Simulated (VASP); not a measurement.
# Sr (P6_3/mmc) in VASP: notebook

The runs below take Sr through single point, with PBEsol.

Everything below comes from runs of VASP 6.6.1. Logs are shortened: lines on timing, memory, paths and dates and some standing lists are left out, and cuts for length are marked.

**1. The cell of the first run**

The structure is hexagonal, space group P6_3/mmc (No. 194). Conventional cell: a = 4.250 Å, b = 4.250 Å, c = 13.908 Å, α = 90.00°, β = 90.00°, γ = 120.00°. Within 5.6 Å of Sr (site symmetry -3m) lie 12 Sr at 4.25 to 4.26 Å. Sr (site symmetry -6m2) has 12 Sr at 4.25 to 4.26 Å within 5.6 Å.

This isn't the form of Sr at room conditions, which is fcc.

**2. Single point, PBEsol (54.40 Å³/atom)**

The input, INCAR:

```
SYSTEM = Sr
ALGO = Normal ; EDIFF = 1E-6
ENCUT = 520 ; GGA = PS
ISIF = 2 ; ISMEAR = -1
LASPH = .TRUE. ; LCHARG = .FALSE.
LREAL = .FALSE. ; LWAVE = .FALSE.
NBANDS = 28 ; NELM = 100
PREC = Accurate ; SIGMA = 0.1
```

The input, KPOINTS:

```
k-points
0
G
  10 10 3
  0 0 0
```

The input, POSCAR:

```
Sr
1.0
    4.2501831064      0.0000000000      0.0000000000
   -2.1250915532      3.6807665409      0.0000000000
    0.0000000000      0.0000000000     13.9083073080
Sr
4
Direct
    1.0000000000      0.0000000000      1.0000000000
    1.0000000000      1.0000000000      0.5000000000
    0.3333333333      0.6666666667      0.2500000000
    0.6666666667      0.3333333333      0.7500000000
```

Potentials or basis: VASP PAW PBE potentials, release 64 (Sr_sv).

Command:

```
$ cat potpaw_PBE.64/Sr_sv/POTCAR > POTCAR
$ mpirun -np 1 vasp_std > vasp.out
```

OUTCAR:

```text
SYSTEM = Sr
   EDIFF = 1E-6
   ENCUT = 520
   GGA = PS
   ISIF = 2
   ISMEAR = -1
   LASPH = .TRUE.
   LREAL = .FALSE.
   NELM = 100
   PREC = Accurate

 ion  position               nearest neighbor table
   1  0.000  0.000  0.000-   3 4.26   4 4.26   4 4.26   3 4.26   4 4.26   3 4.26
   2  0.000  0.000  0.500-   3 4.26   4 4.26   4 4.26   3 4.26   4 4.26   3 4.26
   3  0.333  0.667  0.250-   1 4.26   2 4.26   1 4.26   2 4.26   1 4.26   2 4.26
   4  0.667  0.333  0.750-   1 4.26   2 4.26   1 4.26   2 4.26   1 4.26   2 4.26

  LATTYP: Found a hexagonal cell.
 ALAT       =     4.2501831064
 C/A-ratio  =     3.2724019083

  Lattice vectors:

 A1 = (   4.2501831064,   0.0000000000,   0.0000000000)
 A2 = (  -2.1250915532,   3.6807665409,   0.0000000000)
 A3 = (   0.0000000000,   0.0000000000,  13.9083073080)

Analysis of symmetry for initial positions (statically):
=====================================================================
 Subroutine PRICEL returns:
 Original cell was already a primitive cell.

 Routine SETGRP: Setting up the symmetry group for a
 hexagonal supercell.

 Subroutine GETGRP returns: Found 24 space group operations
 (whereof 12 operations were pure point group operations)
 out of a pool of 24 trial point group operations.

The static configuration has the point symmetry D_3d.
 The point group associated with its full space group is D_6h.

Analysis of symmetry for dynamics (positions and initial velocities):
=====================================================================
 Subroutine PRICEL returns:
 Original cell was already a primitive cell.

 Routine SETGRP: Setting up the symmetry group for a
 hexagonal supercell.

 Subroutine GETGRP returns: Found 24 space group operations
 (whereof 12 operations were pure point group operations)
 out of a pool of 24 trial point group operations.

The dynamic configuration has the point symmetry D_3d.
 The point group associated with its full space group is D_6h.

 Subroutine INISYM returns: Found 24 space group operations
 (whereof 12 operations are pure point group operations),
 and found     1 'primitive' translations

----------------------------------------------------------------------------------------

                                     Primitive cell

  volume of cell :     217.5806

  direct lattice vectors                    reciprocal lattice vectors
     4.250183106  0.000000000  0.000000000     0.235283981  0.135841270  0.000000000
    -2.125091553  3.680766541  0.000000000     0.000000000  0.271682539  0.000000000
[... 90 lines left out ...]
   LREAL  =      F    real-space projection
   EDIFFG = 0.1E-04   stopping-criterion for IOM
   NSW    =      0    number of steps for IOM
   IBRION =     -1    ionic relax: 0-MD 1-quasi-New 2-CG
   NFREE  =      0    steps in history (QN), initial steepest desc. (CG)
   ISIF   =      2    stress and relaxation
   ISYM   =      2    0-nonsym 1-usesym 2-fastsym
   POTIM  = 0.5000    time-step for ionic-motion
   TEBEG  =    0.0;   TEEND  =   0.0 temperature during run
   PSTRESS=    0.0 pullay stress
   NELECT =      40.0000    total number of electrons
   NUPDOWN=      -1.0000    fix difference up-down
   EMIN   =  10.00;   EMAX   =-10.00  energy-range for DOS
   EFERMI =   0.00;   METHOD = LEGACY
   ISMEAR =    -1;   SIGMA  =   0.10  broadening in eV -4-tet -1-fermi 0-gaus
   EFERMI_NEDOS =   21; number of points for ismear=-14 and -15
   IALGO  =     38    algorithm
   IMIX   =      4    mixing-type and parameters
     AMIX     =   0.40;   BMIX     =  1.00
     AMIX_MAG =   1.60;   BMIX_MAG =  1.00
  volume/ion in A,a.u.               =      54.40       367.08
  Fermi-wavevector in a.u.,A,eV,Ry     =   0.930868  1.759085 11.789655  0.866515
  Thomas-Fermi vector in A             =   2.057302
   LORBIT       =      0    0 simple, 1 ext, 2 COOP (PROOUT), +10 PAW based schemes
   GGA     = PS    functional components
   LHFCALC =     F    Hartree Fock is set to
   AEXX    =    0.0000 exact exchange contribution
   IVDW    =     0    specifies the selected vdW correction
   LEPSILON=     F    determine dielectric tensor
   LRPA    =     F    only Hartree local field effects (RPA)
 non-spin polarized calculation
  energy-cutoff  :      520.00
  volume of cell :      217.58
 maximum number of plane-waves:      5890
 NGX is ok and might be reduce to    32
   NGX = 15   NGY = 15   NGZ = 51

 number of electron      40.0000000 magnetization

 Free energy of the ion-electron system (eV)
  ---------------------------------------------------
  ext. energy  EPLUGINS =         0.00000000
  ---------------------------------------------------
  free energy    TOTEN  =        -7.42384445 eV

  energy without entropy =       -7.24604827  energy(sigma->0) =       -7.33494636

 E-fermi :   1.5195     XC(G=0):  -7.4653

 val. band max:        1.4873909567   @ k =   0.4000   0.0000   0.0000
 cond. band min:       1.5255620528   @ k =   0.3000   0.3000   0.0000
 fundamental gap:      0.0381710962
 Fermi energy:         1.5194765290

 k-point     1 :       0.0000    0.0000    0.0000
  band No.  band energies     occupation
      1     -34.9776      2.00000
      2     -34.9706      2.00000
      3     -34.9699      2.00000
      4     -34.9628      2.00000
      5     -17.0817      2.00000
      6     -16.9813      2.00000
[... 733 lines left out ...]
     27       3.0674      0.00000
     28       3.3784      0.00000

 [... further k-points ...]

------------------------ aborting loop because EDIFF is reached ----------------------------------------

  FORCE on cell =-STRESS in cart. coord.  units (eV):
  Direction    XX          YY          ZZ          XY          YZ          ZX
  --------------------------------------------------------------------------------------
  -------------------------------------------------------------------------------------
  Total       -0.6169778     -0.6169778     -0.5668992      0.0000000      0.0000000      0.0000000
  in kB       -4.5431799     -4.5431799     -4.1744207      0.0000000      0.0000000      0.0000000
  external PRESSURE =      -4.4202602 kB  Pullay stress =       0.0000000 kB

 VOLUME and BASIS-vectors are now :
 -----------------------------------------------------------------------------
  energy-cutoff  :      520.00
  volume of cell :      217.58
      direct lattice vectors                 reciprocal lattice vectors
     4.250183106  0.000000000  0.000000000     0.235283981  0.135841270  0.000000000
    -2.125091553  3.680766541  0.000000000     0.000000000  0.271682539  0.000000000
     0.000000000  0.000000000 13.908307308     0.000000000  0.000000000  0.071899475

 POSITION                                       TOTAL-FORCE (eV/Angst)
 -----------------------------------------------------------------------------------
      0.00000      0.00000      0.00000         0.000000      0.000000     -0.000000
      0.00000      0.00000      6.95415         0.000000      0.000000     -0.000000
     -0.00000      2.45384      3.47708        -0.000000     -0.000000     -0.000000
      2.12509      1.22692     10.43123         0.000000      0.000000      0.000000
 -----------------------------------------------------------------------------------
    total drift:                               -0.000000      0.000000      0.000000

  FREE ENERGIE OF THE ION-ELECTRON SYSTEM (eV)
  ---------------------------------------------------
  free  energy   TOTEN  =        -7.4238444542 eV

  energy  without entropy=       -7.2460482735  energy(sigma->0) =       -7.33494636
```

OSZICAR:

```text
N       E                     dE             d eps       ncg     rms          rms(c)
DAV:   1     0.257422345737E+03    0.25742E+03   -0.18216E+04  1576   0.122E+03
DAV:   2     0.146217168955E+02   -0.24280E+03   -0.23943E+03  1864   0.282E+02
DAV:   3    -0.623647798268E+01   -0.20858E+02   -0.20648E+02  2508   0.585E+01
DAV:   4    -0.738528185066E+01   -0.11488E+01   -0.11450E+01  2268   0.129E+01
DAV:   5    -0.743493636088E+01   -0.49655E-01   -0.49625E-01  2280   0.236E+00    0.238E+01
DAV:   6    -0.742788372897E+01    0.70526E-02   -0.41953E-02  2068   0.155E+00    0.135E+01
DAV:   7    -0.742348004285E+01    0.44037E-02   -0.44919E-02  1848   0.183E+00    0.513E-01
DAV:   8    -0.742371987330E+01   -0.23983E-03   -0.73233E-03  2492   0.328E-01    0.118E-01
DAV:   9    -0.742379864715E+01   -0.78774E-04   -0.25245E-04  2228   0.448E-02    0.813E-02
DAV:  10    -0.742384174239E+01   -0.43095E-04   -0.30098E-05  2060   0.398E-02    0.367E-02
DAV:  11    -0.742384504122E+01   -0.32988E-05   -0.58199E-06  1880   0.144E-02    0.839E-03
DAV:  12    -0.742384445417E+01    0.58705E-06   -0.45761E-07  1160   0.399E-03
   1 F= -.74238445E+01 E0= -.73349464E+01  d E =-.177796E+00
```

stdout:

```text
POSCAR found type information on POSCAR Sr
 POSCAR found :  1 types and       4 ions
 scaLAPACK will be used
 -----------------------------------------------------------------------------
|                                                                             |
|                                                                             |
|     You enforced a specific xc type in the INCAR file but a different       |
|     I HOPE YOU KNOW WHAT YOU ARE DOING!                                     |
|                                                                             |
 -----------------------------------------------------------------------------

 LDA part: xc-table for (Slater+PW92), standard interpolation
 POSCAR, INCAR and KPOINTS ok, starting setup
 FFT: planning ... GRIDC
 FFT: planning ... GRID_SOFT
 FFT: planning ... GRID
 WAVECAR not read
 entering main loop
```

Run time: 64 s. Hardware: 1 thread of Intel Xeon 6975P-C (Granite Rapids), shared host; peak memory 0.38 GiB.

What came out:

```
Free energy            : -7.4238 eV
Pressure               : -0.4 GPa
Band gap on the k mesh : zero (bands 20 and 21 overlap by 0.12 eV)
```

Caveat: the PAW data sets were made with another functional, which shifts forces and pressure a little.

[end of part 1 of 2]
